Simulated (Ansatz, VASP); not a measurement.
# Two plane-wave programs on Pt

The input INCAR:

```
SYSTEM = Pt
ALGO     = Normal         ! electronic algorithm
EDIFF    = 1E-6           ! SCF threshold, eV
EDIFFG   = -0.01          ! ionic threshold
ENCUT    = 600            ! plane-wave cutoff, eV
GGA      = RE             ! functional
IBRION   = 2              ! ionic algorithm
ISIF     = 3              ! what is computed and relaxed
ISMEAR   = -1             ! smearing method
LASPH    = .TRUE.         ! aspherical terms in the spheres
LCHARG   = .FALSE.        ! write CHGCAR
LREAL    = .FALSE.        ! projectors in reciprocal space
LWAVE    = .FALSE.        ! write WAVECAR
NELM     = 80             ! most SCF steps
NSW      = 80             ! ionic steps
PREC     = Accurate       ! precision mode
SIGMA    = 0.1            ! smearing width, eV
```

KPOINTS

```
k-points
0
G
  14 14 14
  0 0 0
```

POSCAR

```
Pt
1.0
   -1.5568832667      1.5568832667      1.5568832667
    1.5568832667     -1.5568832667      1.5568832667
    1.5568832667      1.5568832667     -1.5568832667
Pt
1
Direct
    0.0000000000      0.0000000000      0.0000000000
```

Input for Ansatz:

```yaml
crystal:
  lattice:
    - [-1.5568832667, 1.5568832667, 1.5568832667]
    - [1.5568832667, -1.5568832667, 1.5568832667]
    - [1.5568832667, 1.5568832667, -1.5568832667]
  atoms:
    - { symbol: Pt, position: [0.0, 0.0, 0.0] }
hamiltonian:
  xc: revpbe
  pseudopotentials:
    kind: paw
    azcp:
      Pt: "pseudopotentials/Pt.paw.azcp"
basis:
  ecutwfc: 420
  fft_grid_basis: typed
kpoints:
  mp_grid: { grid: [14, 14, 14], shift: [0, 0, 0] }
magnetization:
  spin_polarized: false
scf:
  occupations: { method: fermi_dirac, width: 0.1 }
relax:
  max_steps: 60
  f_tol: 0.01
  cell: {}
```

Alike in both runs: task relaxation of cell and atoms; functional revPBE; k mesh 14 × 14 × 14; occupations fermi-dirac, width 0.1 eV; no spin polarisation.

|  | VASP | Ansatz |
| --- | --- | --- |
| version | VASP 6.6.1 | Ansatz 0.2.0 |
| potentials or method | VASP PAW PBE potentials, release 64 (Pt), cutoff 600 eV | plane waves (420 eV) with PAW, scalar-relativistic |
| valence electrons in the cell | 10 | 18 |

|  | VASP | Ansatz | Ansatz less VASP |
| --- | --- | --- | --- |
| relaxed volume (Å³/atom) | 16.03 | 16.05 | +0.023 |
| relaxed cell length with the largest relative difference (Å) | 2.751 | 2.752 | +0.0013 |

VASP's potentials were made for PBE, not for revPBE. VASP's potentials hold 10 valence electrons a cell and Ansatz's 18, so a difference there can come from the potentials and not from the codes.

Neither program's run includes spin-orbit coupling.
